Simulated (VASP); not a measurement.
# CdS (I-4m2) in VASP: further runs

CdS is run at these levels: PBE; tasks: single point.

Everything below comes from runs of VASP 6.6.1. Logs are shortened: lines on timing, memory, paths and dates and some standing lists are left out, and cuts for length are marked.

## 1. The cell of the first run

The structure is tetragonal, space group I-4m2 (No. 119). The conventional cell has a = 4.162 Å, b = 4.162 Å, c = 5.709 Å, α = 90.00°, β = 90.00°, γ = 90.00°. Cd (site symmetry -4m2) has 4 S at 2.52 Å within 3.3 Å. S (site symmetry -4m2) has 4 Cd at 2.52 Å within 3.3 Å.

## 2. Single point, PBE (zz strain of -3 %)

INCAR reads:

```
PREC = Accurate ; ENCUT = 520
EDIFF = 1E-6 ; ISMEAR = -1
SIGMA = 0.02 ; LREAL = F
LASPH = T ; NELM = 100
ALGO = Normal ; ISIF = 2
LWAVE = F ; LCHARG = F
GGA = PE ; NBANDS = 16
```

KPOINTS reads:

```
Automatic mesh
0
Gamma
  7 7 7
```

POSCAR reads:

```
CdS
1.0
    0.0000000000      2.9429534649      2.8546648610
    2.9429534649      0.0000000000      2.8546648610
    2.9429534649      2.9429534649      0.0000000000
Cd S
1 1
Direct
    0.0000000000      0.0000000000      0.0000000000
    0.7500000000      0.7500000000      0.7500000000
```

Potentials or basis: VASP PAW PBE potentials, release 64 (Cd, S).

Launch:

```sh
$ cat potpaw_PBE.64/Cd/POTCAR potpaw_PBE.64/S/POTCAR > POTCAR
$ mpirun -np 1 vasp_std > vasp.out
```

OUTCAR:

```text
PREC = Accurate
   ENCUT = 520
   EDIFF = 1E-6
   ISMEAR = -1
   LREAL = F
   LASPH = T
   NELM = 100
   ISIF = 2
   GGA = PE

 ion  position               nearest neighbor table
   1  0.000  0.000  0.000-   2 2.52   2 2.52   2 2.52   2 2.52
   2  0.750  0.750  0.750-   1 2.52   1 2.52   1 2.52   1 2.52

  LATTYP: Found a body centered tetragonal cell.
 ALAT       =     4.1619647035
 C/A-ratio  =     1.3717871555

  Lattice vectors:

 A1 = (   0.0000000000,  -2.9429534649,  -2.8546648610)
 A2 = (   0.0000000000,   2.9429534649,  -2.8546648610)
 A3 = (   2.9429534649,   0.0000000000,   2.8546648610)

Analysis of symmetry for initial positions (statically):
=====================================================================
 Subroutine PRICEL returns:
 Original cell was already a primitive cell.

 Routine SETGRP: Setting up the symmetry group for a
 body centered tetragonal supercell.

 Subroutine GETGRP returns: Found  8 space group operations
 (whereof  8 operations were pure point group operations)
 out of a pool of 16 trial point group operations.

The static configuration has the point symmetry D_2d.

Analysis of symmetry for dynamics (positions and initial velocities):
=====================================================================
 Subroutine PRICEL returns:
 Original cell was already a primitive cell.

 Routine SETGRP: Setting up the symmetry group for a
 body centered tetragonal supercell.

 Subroutine GETGRP returns: Found  8 space group operations
 (whereof  8 operations were pure point group operations)
 out of a pool of 16 trial point group operations.

The dynamic configuration has the point symmetry D_2d.

 Subroutine INISYM returns: Found  8 space group operations
 (whereof  8 operations are pure point group operations),
 and found     1 'primitive' translations

----------------------------------------------------------------------------------------

                                     Primitive cell

  volume of cell :      49.4484

  direct lattice vectors                    reciprocal lattice vectors
[... 79 lines left out ...]
   ISTART =      0    job   : 0-new  1-cont  2-samecut
   ICHARG =      2    charge: 1-file 2-atom 10-const
   ISPIN  =      1    spin polarized calculation?
   LNONCOLLINEAR =      F non collinear calculations
   LSORBIT =      F    spin-orbit coupling
   LASPH  =      T    aspherical Exc in radial PAW
   ENCUT  =  520.0 eV  38.22 Ry    6.18 a.u.   7.62  7.62  7.74*2*pi/ulx,y,z
   NELM   =    100;   NELMIN=  2; NELMDL= -5     # of ELM steps
   EDIFF  = 0.1E-05   stopping-criterion for ELM
   LREAL  =      F    real-space projection
   EDIFFG = 0.1E-04   stopping-criterion for IOM
   NSW    =      0    number of steps for IOM
   IBRION =     -1    ionic relax: 0-MD 1-quasi-New 2-CG
   NFREE  =      0    steps in history (QN), initial steepest desc. (CG)
   ISIF   =      2    stress and relaxation
   ISYM   =      2    0-nonsym 1-usesym 2-fastsym
   POTIM  = 0.5000    time-step for ionic-motion
   TEBEG  =    0.0;   TEEND  =   0.0 temperature during run
   PSTRESS=    0.0 pullay stress
   NELECT =      18.0000    total number of electrons
   NUPDOWN=      -1.0000    fix difference up-down
   EMIN   =  10.00;   EMAX   =-10.00  energy-range for DOS
   EFERMI =   0.00;   METHOD = LEGACY
   ISMEAR =    -1;   SIGMA  =   0.02  broadening in eV -4-tet -1-fermi 0-gaus
   EFERMI_NEDOS =   21; number of points for ismear=-14 and -15
   IALGO  =     38    algorithm
   IMIX   =      4    mixing-type and parameters
     AMIX     =   0.40;   BMIX     =  1.00
     AMIX_MAG =   1.60;   BMIX_MAG =  1.00
  volume/ion in A,a.u.               =      24.72       166.85
  Fermi-wavevector in a.u.,A,eV,Ry     =   1.168912  2.208923 18.590381  1.366354
  Thomas-Fermi vector in A             =   2.305392
   LORBIT       =      0    0 simple, 1 ext, 2 COOP (PROOUT), +10 PAW based schemes
   GGA     = PE    functional components
   LHFCALC =     F    Hartree Fock is set to
   AEXX    =    0.0000 exact exchange contribution
   IVDW    =     0    specifies the selected vdW correction
   LEPSILON=     F    determine dielectric tensor
   LRPA    =     F    only Hartree local field effects (RPA)
 non-spin polarized calculation
  energy-cutoff  :      520.00
  volume of cell :       49.45
 maximum number of plane-waves:      1347
   NGX = 15   NGY = 15   NGZ = 15

 number of electron      18.0000002 magnetization

 Free energy of the ion-electron system (eV)
  ---------------------------------------------------
  ext. energy  EPLUGINS =         0.00000000
  ---------------------------------------------------
  free energy    TOTEN  =        -6.11582807 eV

  energy without entropy =       -6.11582807  energy(sigma->0) =       -6.11582807

 E-fermi :   1.8407     XC(G=0):  -9.1662

 val. band max:        1.3994133607   @ k =   0.0000   0.0000   0.0000
 cond. band min:       2.4978282086   @ k =   0.0000   0.0000   0.0000
 fundamental gap:      1.0984148480
 Fermi energy:         1.8406835860

 k-point     1 :       0.0000    0.0000    0.0000
  band No.  band energies     occupation
      1     -11.0450      2.00000
      2      -6.4021      2.00000
      3      -6.4021      2.00000
      4      -6.3844      2.00000
      5      -5.9195      2.00000
      6      -5.9069      2.00000
[... 433 lines left out ...]
      3      -6.1836      2.00000
      4      -5.9736      2.00000
      5      -5.8782      2.00000
      6      -5.4482      2.00000
[... 8 lines left out ...]
     15      13.7498      0.00000
     16      14.8148      0.00000

 [... further k-points ...]

------------------------ aborting loop because EDIFF is reached ----------------------------------------

  FORCE on cell =-STRESS in cart. coord.  units (eV):
  Direction    XX          YY          ZZ          XY          YZ          ZX
  --------------------------------------------------------------------------------------
  -------------------------------------------------------------------------------------
  Total        1.0061417      1.0061417      1.1440843      0.0000000      0.0000000     -0.0000000
  in kB       32.6000169     32.6000169     37.0694980      0.0000000      0.0000000     -0.0000000
  external PRESSURE =      34.0898440 kB  Pullay stress =       0.0000000 kB

 VOLUME and BASIS-vectors are now :
 -----------------------------------------------------------------------------
  energy-cutoff  :      520.00
  volume of cell :       49.45
      direct lattice vectors                 reciprocal lattice vectors
     0.000000000  2.942953465  2.854664861    -0.169897352  0.169897352  0.175151909
     2.942953465  0.000000000  2.854664861     0.169897352 -0.169897352  0.175151909
     2.942953465  2.942953465  0.000000000     0.169897352  0.169897352 -0.175151909

 POSITION                                       TOTAL-FORCE (eV/Angst)
 -----------------------------------------------------------------------------------
      0.00000      0.00000      0.00000        -0.000000     -0.000000     -0.000000
      4.41443      4.41443      4.28200         0.000000      0.000000      0.000000
 -----------------------------------------------------------------------------------
    total drift:                               -0.000001     -0.000001     -0.000003

  FREE ENERGIE OF THE ION-ELECTRON SYSTEM (eV)
  ---------------------------------------------------
  free  energy   TOTEN  =        -6.1158280737 eV

  energy  without entropy=       -6.1158280737  energy(sigma->0) =       -6.11582807
```

It took 21 s on 1 thread of Intel Xeon 6975P-C (Granite Rapids), shared host; peak memory 0.18 GiB.

What came out:

```yaml
Free_energy: -6.1158 eV
Pressure: 3.4 GPa
Band_gap_on_the_k_mesh: 1.10 eV, direct
```

Levels at points of the mesh, in eV from the valence-band top:
```tsv
k point	band 7	band 8	band 9	band 10	band 11	band 12
(0.00, 0.00, 0.00)	-0.09	-0.09	0.00	1.10	6.49	6.49
```

Caveat: the cell differs from its parent crystal (zz strain of -3 %).

## 3. Single point, PBE (zz strain of -1 %)

INCAR reads:

```
ALGO = Normal ; EDIFF = 1E-7
ENCUT = 520 ; GGA = PE
ISIF = 2 ; ISMEAR = -1
LASPH = True ; LCHARG = False
LREAL = False ; LWAVE = False
NBANDS = 16 ; NELM = 100
PREC = Accurate ; SIGMA = 0.02
```

KPOINTS reads:

```
k-points
0
Gamma
  7 7 7
```

POSCAR reads:

```
CdS
1.0
    0.0000000000      2.9429534649      2.9135239302
    2.9429534649      0.0000000000      2.9135239302
    2.9429534649      2.9429534649      0.0000000000
Cd S
1 1
Direct
    0.0000000000      0.0000000000      0.0000000000
    0.7500000000      0.7500000000      0.7500000000
```

Potentials or basis: VASP PAW PBE potentials, release 64 (Cd, S).

Launch:

```sh
$ cat potpaw_PBE.64/Cd/POTCAR potpaw_PBE.64/S/POTCAR > POTCAR
$ mpirun -np 1 vasp_std > vasp.out
```

OUTCAR:

```text
EDIFF = 1E-7
   ENCUT = 520
   GGA = PE
   ISIF = 2
   ISMEAR = -1
   LASPH = True
   LREAL = False
   NELM = 100
   PREC = Accurate

 ion  position               nearest neighbor table
   1  0.000  0.000  0.000-   2 2.54   2 2.54   2 2.54   2 2.54
   2  0.750  0.750  0.750-   1 2.54   1 2.54   1 2.54   1 2.54

  LATTYP: Found a body centered tetragonal cell.
 ALAT       =     4.1619647035
 C/A-ratio  =     1.4000714267

  Lattice vectors:

 A1 = (   0.0000000000,  -2.9429534649,  -2.9135239302)
 A2 = (   0.0000000000,   2.9429534649,  -2.9135239302)
 A3 = (   2.9429534649,   0.0000000000,   2.9135239302)

Analysis of symmetry for initial positions (statically):
=====================================================================
 Subroutine PRICEL returns:
 Original cell was already a primitive cell.

 Routine SETGRP: Setting up the symmetry group for a
 body centered tetragonal supercell.

 Subroutine GETGRP returns: Found  8 space group operations
 (whereof  8 operations were pure point group operations)
 out of a pool of 16 trial point group operations.

[... 155 lines left out ...]
  ext. energy  EPLUGINS =         0.00000000
  ---------------------------------------------------
  free energy    TOTEN  =        -6.13476183 eV

  energy without entropy =       -6.13476183  energy(sigma->0) =       -6.13476183

 E-fermi :   1.6351     XC(G=0):  -9.0699

 val. band max:        1.1894023332   @ k =   0.0000   0.0000   0.0000
 cond. band min:       2.2818136707   @ k =   0.0000   0.0000   0.0000
 fundamental gap:      1.0924113375
 Fermi energy:         1.6351416964

 k-point     1 :       0.0000    0.0000    0.0000
  band No.  band energies     occupation
      1     -11.0960      2.00000
      2      -6.4999      2.00000
      3      -6.4999      2.00000
      4      -6.4940      2.00000
      5      -6.0431      2.00000
      6      -6.0394      2.00000
[... 433 lines left out ...]
      3      -6.2962      2.00000
      4      -6.0908      2.00000
      5      -6.0111      2.00000
      6      -5.6046      2.00000
[... 8 lines left out ...]
     15      13.4521      0.00000
     16      14.5534      0.00000

 [... further k-points ...]
[... 5 lines left out ...]
  --------------------------------------------------------------------------------------
  -------------------------------------------------------------------------------------
  Total        0.6420119      0.6420119      0.6955118      0.0000000      0.0000000      0.0000000
  in kB       20.3815998     20.3815998     22.0800335      0.0000000      0.0000000      0.0000000
  external PRESSURE =      20.9477444 kB  Pullay stress =       0.0000000 kB

 VOLUME and BASIS-vectors are now :
 -----------------------------------------------------------------------------
  energy-cutoff  :      520.00
  volume of cell :       50.47
      direct lattice vectors                 reciprocal lattice vectors
     0.000000000  2.942953465  2.913523930    -0.169897352  0.169897352  0.171613487
     2.942953465  0.000000000  2.913523930     0.169897352 -0.169897352  0.171613487
     2.942953465  2.942953465  0.000000000     0.169897352  0.169897352 -0.171613487

 POSITION                                       TOTAL-FORCE (eV/Angst)
 -----------------------------------------------------------------------------------
      0.00000      0.00000      0.00000         0.000000      0.000000     -0.000000
      4.41443      4.41443      4.37029        -0.000000     -0.000000      0.000000
 -----------------------------------------------------------------------------------
    total drift:                                0.000000      0.000000      0.000001

  FREE ENERGIE OF THE ION-ELECTRON SYSTEM (eV)
  ---------------------------------------------------
  free  energy   TOTEN  =        -6.1347618289 eV

  energy  without entropy=       -6.1347618289  energy(sigma->0) =       -6.13476183
```

stdout:

```text
POSCAR found type information on POSCAR CdS
 POSCAR found :  2 types and       2 ions
 scaLAPACK will be used
 LDA part: xc-table for (Slater+PW92), standard interpolation
 POSCAR, INCAR and KPOINTS ok, starting setup
 FFT: planning ... GRIDC
 FFT: planning ... GRID_SOFT
 FFT: planning ... GRID
 WAVECAR not read
 entering main loop
```

Run time: 14 s. Hardware: 1 thread of Intel Xeon 6975P-C (Granite Rapids), shared host; peak memory 0.19 GiB.

Results:

```yaml
Free_energy: -6.1348 eV
Pressure: 2.1 GPa
Band_gap_on_the_k_mesh: 1.09 eV, direct
```

Caveat: the cell differs from its parent crystal (zz strain of -1 %).
